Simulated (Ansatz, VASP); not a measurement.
**Two plane-wave programs on AlNi**

INCAR

```
SYSTEM = AlNi
PREC = Accurate
ENCUT = 600
EDIFF = 1E-6
ISMEAR = -1
SIGMA = 0.05
LREAL = .False.
LASPH = .True.
NELM = 150
ALGO = Normal
ISIF = 3
LWAVE = .False.
LCHARG = .False.
ISPIN = 2
MAGMOM = 1 0
LORBIT = 11
LMAXMIX = 4
GGA = PE
IBRION = 2
NSW = 60
EDIFFG = -0.01
```

File KPOINTS:

```
regular mesh
0
Gamma
  9 9 9
  0 0 0
```

The input POSCAR:

```
AlNi
1.0
    2.8810000000      0.0000000000      0.0000000000
    0.0000000000      2.8810000000      0.0000000000
    0.0000000000      0.0000000000      2.8810000000
Ni Al
1 1
Direct
    0.5000000000      0.5000000000      0.5000000000
    0.0000000000      0.0000000000      0.0000000000
```

input.yaml

```yaml
crystal:
  lattice:
    - [2.881, 0.0, 0.0]
    - [0.0, 2.881, 0.0]
    - [0.0, 0.0, 2.881]
  atoms:
    - { symbol: Ni, position: [0.5, 0.5, 0.5], spin: 1.0 }
    - { symbol: Al, position: [0.0, 0.0, 0.0] }
hamiltonian:
  xc: pbe
  pseudopotentials: { kind: paw }
magnetization:
  spin_polarized: true
kpoints:
  mp_grid: { grid: [9, 9, 9] }
scf:
  occupations: { method: fermi_dirac, width: 0.05 }
output:
  forces: true
  stress: true
  eigenvalues: true
relax:
  f_tol: 0.01
  max_steps: 40
  cell: { stress_tol: 0.05 }
```

Alike in both runs: task relaxation of cell and atoms; functional PBE; k mesh 9 × 9 × 9; occupations fermi-dirac, width 0.05 eV; collinear spin.

|  | VASP | Ansatz |
| --- | --- | --- |
| version | VASP 6.6.1 | Ansatz 0.2.0 |
| potentials or method | VASP PAW PBE potentials, release 64 (Ni, Al) | Ansatz PAW |
| plane-wave cutoff (eV) | 600 | 420 |
| valence electrons in the cell | 13 | 21 |

```tsv
	VASP	Ansatz	Ansatz less VASP
gap on the k mesh at the Fermi level, each at its own relaxed structure (eV)	none	none	-
net moment per atom (μB)	0.00	0.00	0.000
relaxed volume (Å³/atom)	12.10	12.10	+0.002
relaxed cell length with the largest relative difference (Å)	2.892	2.892	+0.0002
```

A gap of «none» marks a metal or a gap that the smearing closes. VASP's potentials hold 13 valence electrons a cell and Ansatz's 21, so a difference there can come from the potentials and not from the codes.

Noted on Ansatz's run: the plane-wave basis is chosen anew once the cell has moved, so the energies of steps on either side of that aren't comparable.
